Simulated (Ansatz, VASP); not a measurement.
Sr2Hf2W in VASP and in Ansatz

```
CELL_PARAMETERS angstrom
3.79880 0.00000 0.00000
-1.89940 3.28985 0.00000
0.00000 0.00000 13.93892
ATOMIC_POSITIONS crystal
Sr 0.66667 0.33333 0.36924
Sr 0.33333 0.66667 0.80220
Hf 0.33333 0.66667 0.15276
Hf 0.00000 0.00000 0.58572
W 0.00000 0.00000 0.00000
```

Alike in both runs: task single point; functional PBE; k mesh 6 × 6 × 2; occupations gaussian, width 0.1 eV; no spin polarisation.

|  | VASP | Ansatz |
| --- | --- | --- |
| version | VASP 6.6.1 | Ansatz 0.2.0 |
| potentials or method | VASP PAW PBE potentials, release 64 (Sr_sv, Hf_pv, W_sv), cutoff 520 eV | scalar-relativistic, plane waves, PAW |
| valence electrons in the cell | 54 | 86 |

```tsv
	VASP	Ansatz	Ansatz less VASP
gap on the k mesh at the Fermi level (eV)	none	none	-
pressure (GPa)	-9.7	-9.6	+0.06
traceless stress, the component that is largest in VASP (GPa)	0.97	0.99	+0.017
rms of the force components (eV/Å)	1.127	1.115	-0.0117
```

Atom by atom the forces differ by 0.012 eV/Å (rms over components). A gap of «none» marks a metal or a gap that the smearing closes. With one functional, cell and mesh, what is left measures potentials, basis and numerics. VASP's potentials hold 54 valence electrons a cell and Ansatz's 86, so a difference there can come from the potentials and not from the codes.

Neither program's run includes spin-orbit coupling.
